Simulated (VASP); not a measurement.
# V (P6_3/mmc) in VASP: density of states with PBEsol

Aim: the density of states of V with PBEsol.

All numbers are computed with VASP 6.6.1; they aren't measurements. Logs are shortened: lines on timing, memory, paths and dates and some standing lists are left out, and cuts for length are marked.

### 1 The cell of the first run

Symmetry: P6_3/mmc, No. 194, hexagonal system. The conventional cell has a = 2.575 Å, b = 2.575 Å, c = 4.639 Å, α = 90.00°, β = 90.00°, γ = 120.00°. Within 3.4 Å of V (site symmetry -6m2) lie 12 V at 2.57 to 2.75 Å.

### 2 Density of states, PBEsol

POSCAR

```
V
1.0
    2.5746073786      0.0000000000      0.0000000000
   -1.2873036892      2.2296753946      0.0000000000
    0.0000000000      0.0000000000      4.6387227447
V
2
Direct
    0.3333333333      0.6666666667      0.2500000000
    0.6666666667      0.3333333333      0.7500000000
```

INCAR.step1

```
SYSTEM = V
ALGO = Normal
EDIFF = 1E-7
ENCUT = 520
GGA = PS
ISIF = 2
ISMEAR = -1
LASPH = .TRUE.
LCHARG = .TRUE.
LMAXMIX = 4
LREAL = .FALSE.
LWAVE = .FALSE.
NBANDS = 20
NELM = 80
PREC = Accurate
SIGMA = 0.05
```

KPOINTS.step1

```
k-points
0
G
  16 16 9
  0 0 0
```

INCAR.step2

```
SYSTEM = V
ALGO = Normal
EDIFF = 1E-7
ENCUT = 520
GGA = PS
ICHARG = 11
ISIF = 2
ISMEAR = -5
LASPH = .TRUE.
LCHARG = .FALSE.
LMAXMIX = 4
LORBIT = 11
LREAL = .FALSE.
LWAVE = .FALSE.
NEDOS = 2001
NELM = 80
PREC = Accurate
SIGMA = 0.05
```

KPOINTS.step2

```
k-points
0
G
  24 24 14
  0 0 0
```

Potentials or basis: VASP PAW PBE potentials, release 64 (V_sv).

Launch:

```bash
$ cat potpaw_PBE.64/V_sv/POTCAR > POTCAR
$ cp INCAR.step1 INCAR
$ cp KPOINTS.step1 KPOINTS
$ mpirun -np 1 vasp_std > vasp.out
$ cp INCAR.step2 INCAR
$ cp KPOINTS.step2 KPOINTS
$ mpirun -np 1 vasp_std > vasp.out
```

OUTCAR:

```text
SYSTEM = V
   EDIFF = 1E-7
   ENCUT = 520
   GGA = PS
   ICHARG = 11
   ISIF = 2
   ISMEAR = -5
   LASPH = .TRUE.
   LORBIT = 11
   LREAL = .FALSE.
   NELM = 80
   PREC = Accurate

 ion  position               nearest neighbor table
   1  0.333  0.667  0.250-   2 2.75   2 2.75   2 2.75   2 2.75   2 2.75   2 2.75
   2  0.667  0.333  0.750-   1 2.75   1 2.75   1 2.75   1 2.75   1 2.75   1 2.75

  LATTYP: Found a hexagonal cell.
 ALAT       =     2.5746073786
 C/A-ratio  =     1.8017204422

  Lattice vectors:

 A1 = (   2.5746073786,   0.0000000000,   0.0000000000)
 A2 = (  -1.2873036892,   2.2296753946,   0.0000000000)
 A3 = (   0.0000000000,   0.0000000000,   4.6387227447)

Analysis of symmetry for initial positions (statically):
=====================================================================
 Subroutine PRICEL returns:
 Original cell was already a primitive cell.

 Routine SETGRP: Setting up the symmetry group for a
 hexagonal supercell.

 Subroutine GETGRP returns: Found 24 space group operations
 (whereof 12 operations were pure point group operations)
 out of a pool of 24 trial point group operations.

The static configuration has the point symmetry D_3d.
 The point group associated with its full space group is D_6h.

Analysis of symmetry for dynamics (positions and initial velocities):
=====================================================================
 Subroutine PRICEL returns:
 Original cell was already a primitive cell.

 Routine SETGRP: Setting up the symmetry group for a
 hexagonal supercell.

 Subroutine GETGRP returns: Found 24 space group operations
 (whereof 12 operations were pure point group operations)
 out of a pool of 24 trial point group operations.

The dynamic configuration has the point symmetry D_3d.
 The point group associated with its full space group is D_6h.

 Subroutine INISYM returns: Found 24 space group operations
 (whereof 12 operations are pure point group operations),
 and found     1 'primitive' translations

----------------------------------------------------------------------------------------

                                     Primitive cell

  volume of cell :      26.6288

  direct lattice vectors                    reciprocal lattice vectors
     2.574607379  0.000000000  0.000000000     0.388408737  0.224247889  0.000000000
    -1.287303689  2.229675395  0.000000000     0.000000000  0.448495778  0.000000000
     0.000000000  0.000000000  4.638722745     0.000000000  0.000000000  0.215576583

  length of vectors
     2.574607379  2.574607379  4.638722745     0.448495778  0.448495778  0.215576583

  position of ions in fractional coordinates (direct lattice)
     0.333333333  0.666666667  0.250000000
     0.666666667  0.333333333  0.750000000

  ion indices of the primitive-cell ions
   primitive index   ion index
                 1           1
                 2           2

----------------------------------------------------------------------------------------

 KPOINTS: k-points

Automatic generation of k-mesh.
 Grid dimensions read from file:
 generate k-points for:   24   24   14

 Generating k-lattice:

  Cartesian coordinates                     Fractional coordinates (reciprocal lattice)
     0.016183697  0.009343662  0.000000000     0.041666667  0.000000000  0.000000000
     0.000000000  0.018687324  0.000000000     0.000000000  0.041666667  0.000000000
     0.000000000  0.000000000  0.015398327     0.000000000  0.000000000  0.071428571

  Length of vectors
     0.018687324  0.018687324  0.015398327

  Shift w.r.t. Gamma in fractional coordinates (k-lattice)
     0.000000000  0.000000000  0.000000000

 TETIRR: Found   8183 inequivalent tetrahedra from    48384

 Subroutine IBZKPT returns following result:
 ===========================================

 Found    488 irreducible k-points:

 Following reciprocal coordinates:
            Coordinates               Weight
  0.000000  0.000000  0.000000      1.000000
  0.041667  0.000000  0.000000      6.000000
  0.083333 -0.000000  0.000000      6.000000
  0.125000  0.000000  0.000000      6.000000
  0.166667  0.000000  0.000000      6.000000
  0.208333  0.000000  0.000000      6.000000
[... 16 lines left out ...]
  0.416667  0.041667  0.000000     12.000000
  0.458333  0.041667  0.000000     12.000000
 [... further k-points ...]
   k-points           NKPTS =    488   k-points in BZ     NKDIM =    488   number of bands    NBANDS=     17
   number of dos      NEDOS =   2001   number of ions     NIONS =      2
   total plane-waves  NPLWV =  14400
   dimension x,y,z NGX =    20 NGY =   20 NGZ =   36
   dimension x,y,z NGXF=    40 NGYF=   40 NGZF=   72
   ions per type =               2
   NGX,Y,Z   is equivalent  to a cutoff of  12.91, 12.91, 12.90 a.u.
   NGXF,Y,Z  is equivalent  to a cutoff of  25.83, 25.83, 25.80 a.u.
 SYSTEM =  V
   PREC   = accura    normal or accurate (medium, high low for compatibility)
   ISTART =      0    job   : 0-new  1-cont  2-samecut
   ICHARG =     11    charge: 1-file 2-atom 10-const
   ISPIN  =      1    spin polarized calculation?
   LNONCOLLINEAR =      F non collinear calculations
   LSORBIT =      F    spin-orbit coupling
   LASPH  =      T    aspherical Exc in radial PAW
   ENCUT  =  520.0 eV  38.22 Ry    6.18 a.u.   4.79  4.79  8.62*2*pi/ulx,y,z
   NELM   =     80;   NELMIN=  2; NELMDL=  0     # of ELM steps
   EDIFF  = 0.1E-06   stopping-criterion for ELM
   LREAL  =      F    real-space projection
   EDIFFG = 0.1E-05   stopping-criterion for IOM
   NSW    =      0    number of steps for IOM
   IBRION =     -1    ionic relax: 0-MD 1-quasi-New 2-CG
   NFREE  =      0    steps in history (QN), initial steepest desc. (CG)
   ISIF   =      2    stress and relaxation
   ISYM   =      2    0-nonsym 1-usesym 2-fastsym
   POTIM  = 0.5000    time-step for ionic-motion
   TEBEG  =    0.0;   TEEND  =   0.0 temperature during run
   PSTRESS=    0.0 pullay stress
   NELECT =      26.0000    total number of electrons
   NUPDOWN=      -1.0000    fix difference up-down
   EMIN   =  10.00;   EMAX   =-10.00  energy-range for DOS
   EFERMI =   0.00;   METHOD = LEGACY
   ISMEAR =    -5;   SIGMA  =   0.05  broadening in eV -4-tet -1-fermi 0-gaus
   EFERMI_NEDOS =   21; number of points for ismear=-14 and -15
   IALGO  =     38    algorithm
   IMIX   =      4    mixing-type and parameters
     AMIX     =   0.40;   BMIX     =  1.00
     AMIX_MAG =   1.60;   BMIX_MAG =  1.00
  volume/ion in A,a.u.               =      13.31        89.85
  Fermi-wavevector in a.u.,A,eV,Ry     =   1.624111  3.069124 35.888565  2.637735
  Thomas-Fermi vector in A             =   2.717451
   LORBIT       =     11    0 simple, 1 ext, 2 COOP (PROOUT), +10 PAW based schemes
   GGA     = PS    functional components
   LHFCALC =     F    Hartree Fock is set to
   AEXX    =    0.0000 exact exchange contribution
   IVDW    =     0    specifies the selected vdW correction
   LEPSILON=     F    determine dielectric tensor
   LRPA    =     F    only Hartree local field effects (RPA)
 non-spin polarized calculation
 Fermi weights with tetrahedron method with Bloechl corrections
  energy-cutoff  :      520.00
  volume of cell :       26.63
 maximum number of plane-waves:       732
 NGX is ok and might be reduce to    20

 number of electron      26.0000010 magnetization

 Free energy of the ion-electron system (eV)
  ---------------------------------------------------
  ext. energy  EPLUGINS =         0.00000000
  ---------------------------------------------------
  free energy    TOTEN  =       -18.73227576 eV

  energy without entropy =      -18.73227576  energy(sigma->0) =      -18.73227576

 E-fermi :  10.0719     XC(G=0): -13.1057

 val. band max:       10.1329103364   @ k =   0.4167   0.1667   0.5000
 cond. band min:      10.0436103677   @ k =   0.1250   0.1250   0.2143
 fundamental gap:     -0.0892999687
 Fermi energy:        10.0718648186

 k-point     1 :       0.0000    0.0000    0.0000
  band No.  band energies     occupation
      1     -53.6790      2.00000
      2     -53.5459      2.00000
      3     -27.9317      2.00000
      4     -27.1829      2.00000
      5     -27.0568      2.00000
      6     -27.0568      2.00000
[... 9 lines left out ...]
     16      10.7372      0.00000
     17      11.9496      0.00000

 k-point     2 :       0.0417    0.0000    0.0000
  band No.  band energies     occupation
      1     -53.6753      2.00000
      2     -53.5432      2.00000
      3     -27.9263      2.00000
      4     -27.1833      2.00000
      5     -27.0736      2.00000
      6     -27.0614      2.00000
[... 9 lines left out ...]
     16      10.7808      0.00000
     17      11.9168      0.00000

 k-point     3 :       0.0833   -0.0000    0.0000
  band No.  band energies     occupation
      1     -53.6645      2.00000
      2     -53.5354      2.00000
      3     -27.9101      2.00000
      4     -27.1844      2.00000
      5     -27.1229      2.00000
      6     -27.0745      2.00000
[... 9 lines left out ...]
     16      10.9099      0.00000
     17      11.7565      0.00000

 k-point     4 :       0.1250    0.0000    0.0000
  band No.  band energies     occupation
      1     -53.6473      2.00000
      2     -53.5231      2.00000
      3     -27.8839      2.00000
      4     -27.2012      2.00000
      5     -27.1866      2.00000
      6     -27.1343      2.00000
[... 9 lines left out ...]
     16      11.1193      0.00000
     17      11.5324      0.00000
[... 343 lines left out ...]
      1     -53.4716      2.00000
      2     -53.4134      2.00000
      3     -27.9296      2.00000
      4     -27.8308      2.00000
      5     -27.5815      2.00000
      6     -27.2891      2.00000
[... 9 lines left out ...]
     16      12.9866      0.00000
     17      13.1726      0.00000

 k-point    23 :       0.4167    0.0417    0.0000
  band No.  band energies     occupation
      1     -53.4543      2.00000
      2     -53.4059      2.00000
      3     -27.9912      2.00000
      4     -27.8876      2.00000
      5     -27.5441      2.00000
      6     -27.3053      2.00000
[... 9 lines left out ...]
     16      13.1656      0.00000
     17      13.4516      0.00000

 k-point    24 :       0.4583    0.0417    0.0000
  band No.  band energies     occupation
      1     -53.4449      2.00000
      2     -53.4025      2.00000
      3     -28.0230      2.00000
      4     -27.9168      2.00000
      5     -27.5222      2.00000
      6     -27.3137      2.00000
[... 9 lines left out ...]
     16      13.1618      0.00000
     17      13.6804      0.00000

 [... further k-points ...]
[... 5 lines left out ...]
  --------------------------------------------------------------------------------------
  -------------------------------------------------------------------------------------
  Total       -0.0937429     -0.0937429      0.0103813     -0.0000000      0.0000000      0.0000000
  in kB       -5.6402416     -5.6402416      0.6246157     -0.0000000      0.0000000      0.0000000
  external PRESSURE =      -3.5519559 kB  Pullay stress =       0.0000000 kB

 VOLUME and BASIS-vectors are now :
 -----------------------------------------------------------------------------
  energy-cutoff  :      520.00
  volume of cell :       26.63
      direct lattice vectors                 reciprocal lattice vectors
     2.574607379  0.000000000  0.000000000     0.388408737  0.224247889  0.000000000
    -1.287303689  2.229675395  0.000000000     0.000000000  0.448495778  0.000000000
     0.000000000  0.000000000  4.638722745     0.000000000  0.000000000  0.215576583

 POSITION                                       TOTAL-FORCE (eV/Angst)
 -----------------------------------------------------------------------------------
     -0.00000      1.48645      1.15968         0.000000     -0.000000      0.000000
      1.28730      0.74323      3.47904        -0.000000      0.000000     -0.000000
 -----------------------------------------------------------------------------------
    total drift:                               -0.000000      0.000000     -0.000000

  FREE ENERGIE OF THE ION-ELECTRON SYSTEM (eV)
  ---------------------------------------------------
  free  energy   TOTEN  =       -18.7322757600 eV

  energy  without entropy=      -18.7322757600  energy(sigma->0) =      -18.73227576

 total charge

# of ion       s       p       d       tot
------------------------------------------
    1        2.357   6.225   3.118  11.700
    2        2.357   6.225   3.118  11.700
--------------------------------------------------
tot          4.714  12.451   6.236  23.401
```

Wall time 3 min (1 thread of Intel Xeon Platinum 8488C (Sapphire Rapids), shared host); peak memory 0.3 GiB.

What came out:

```yaml
Valence_electrons_inside_the_program's_atomic_spheres: V 11.70
```

Levels at points of the mesh, in eV from the Fermi level:
```csv
k point,band 11,band 12,band 13,band 14,band 15,band 16
"(0.00, 0.00, 0.00)",-0.58,-0.10,0.32,0.32,0.67,0.67
"(0.50, 0.00, 0.00)",-2.87,-0.37,-0.16,0.34,0.58,3.12
"(0.00, 0.00, 0.50)",-1.04,-1.04,0.36,0.36,0.36,0.36
"(0.50, 0.00, 0.50)",-1.90,-1.90,1.70,1.70,1.73,1.73
```

Caveat: the PAW data sets were made with another functional, which shifts forces and pressure a little; tetrahedron occupations give inexact forces and stress in metals.
